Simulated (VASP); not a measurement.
Write the native input for VASP 6.6.1 that does the following.

* Task: single point
* Functional: r2SCAN
* Potentials or basis: VASP PAW PBE potentials, release 64 (Li_sv)
* Cutoff: 520 eV
* k mesh: 2 × 2 × 1
* Occupations: gaussian, width 0.15 eV
* Spin: no spin polarisation
* Dipole correction: no
* Further INCAR settings: LREAL = Auto; ALGO = Normal; EDIFF = 1e-06; NBANDS = 62

System: Li, a slab with vacuum.

```
Li
1.0
    10.47000    0.00000    0.00000
     0.00000   10.47000    0.00000
     0.00000    0.00000   14.49000
Li
28
Direct
  0.00000 0.00000 0.06901
  0.33333 0.00000 0.06901
  0.66667 0.00000 0.06901
  0.00000 0.33333 0.06901
  0.33333 0.33333 0.06901
  0.66667 0.33333 0.06901
  0.00000 0.66667 0.06901
  0.33333 0.66667 0.06901
  0.66667 0.66667 0.06901
  0.16868 0.16653 0.20283
  0.50141 0.16636 0.19470
  0.83175 0.16657 0.19501
  0.16031 0.50529 0.19052
  0.50936 0.50732 0.18679
  0.83270 0.50091 0.19322
  0.16050 0.82820 0.19057
  0.50908 0.82635 0.18698
  0.83284 0.83265 0.19331
  0.00145 0.99713 0.31750
  0.34282 0.97738 0.29843
  0.66296 0.99837 0.31890
  0.00115 0.33644 0.31707
  0.34311 0.35598 0.29749
  0.66271 0.33502 0.31868
  0.00188 0.66673 0.32014
  0.33433 0.66646 0.31256
  0.66512 0.66674 0.31718
  0.21550 0.16777 0.41250
```

These files were run (other wordings do the same):

POSCAR

```
Li
1.0
   10.4700000000      0.0000000000      0.0000000000
    0.0000000000     10.4700000000      0.0000000000
    0.0000000000      0.0000000000     14.4900000000
Li
28
Direct
    0.0000000000      0.0000000000      0.0690131125
    0.3333333333      0.0000000000      0.0690131125
    0.6666666667      0.0000000000      0.0690131125
    0.0000000000      0.3333333333      0.0690131125
    0.3333333333      0.3333333333      0.0690131125
    0.6666666667      0.3333333333      0.0690131125
    0.0000000000      0.6666666667      0.0690131125
    0.3333333333      0.6666666667      0.0690131125
    0.6666666667      0.6666666667      0.0690131125
    0.1686823305      0.1665302770      0.2028250518
    0.5014114613      0.1663638013      0.1946973085
    0.8317457498      0.1665712512      0.1950076605
    0.1603137536      0.5052893028      0.1905175293
    0.5093594078      0.5073245463      0.1867928916
    0.8327024833      0.5009086915      0.1932158730
    0.1605025788      0.8281984718      0.1905745342
    0.5090751671      0.8263479465      0.1869760524
    0.8328414518      0.8326523400      0.1933135266
    0.0014531041     -0.0028671442      0.3175033816
    0.3428189112     -0.0226234957      0.2984279503
    0.6629633238     -0.0016259790      0.3189026225
    0.0011502388      0.3364400191      0.3170711525
    0.3431099331      0.3559847182      0.2974942029
    0.6627142311      0.3350168099      0.3186770186
    0.0018798472      0.6667314231      0.3201430642
    0.3343270296      0.6664587393      0.3125569358
    0.6651189112      0.6667371538      0.3171844030
    0.2154988539      0.1677743075      0.4124997930
```

INCAR.step1

```
SYSTEM = Li
  PREC = Accurate
  ENCUT = 520
  ISMEAR = 0
  SIGMA = 0.15
  LREAL = Auto
  LASPH = .True.
  NELM = 100
  NBANDS = 62
  GGA = PE
  ALGO = Normal
  EDIFF = 1E-4
  LWAVE = .True.
  LCHARG = .False.
```

INCAR.step2

```
SYSTEM = Li
  PREC = Accurate
  ENCUT = 520
  EDIFF = 1E-6
  ISMEAR = 0
  SIGMA = 0.15
  LREAL = Auto
  LASPH = .True.
  NELM = 100
  ALGO = Normal
  ISIF = 2
  LWAVE = .False.
  LCHARG = .False.
  METAGGA = R2SCAN
  LMIXTAU = .True.
  NBANDS = 62
  ISTART = 1
```

KPOINTS

```
Automatic mesh
0
Gamma
  2 2 1
  0 0 0
```

Potentials or basis: VASP PAW PBE potentials, release 64 (Li_sv).

Run with:

```sh
$ cat potpaw_PBE.64/Li_sv/POTCAR > POTCAR
$ cp INCAR.step1 INCAR
$ mpirun -np 1 vasp_std > vasp.out
$ cp INCAR.step2 INCAR
$ mpirun -np 1 vasp_std > vasp.out
```

It gave:

- Largest force: 0.145 eV/Å
- Band gap on the k mesh: zero (bands 42 and 43 overlap by 0.18 eV)

Caveat: there is no dipole correction, which matters where the two faces differ; the PAW data sets were made with another functional, which shifts forces and pressure a little.

Run time: 100 min on 1 thread of Intel Xeon 8259CL, on a shared host, peak memory 1.5 GiB.
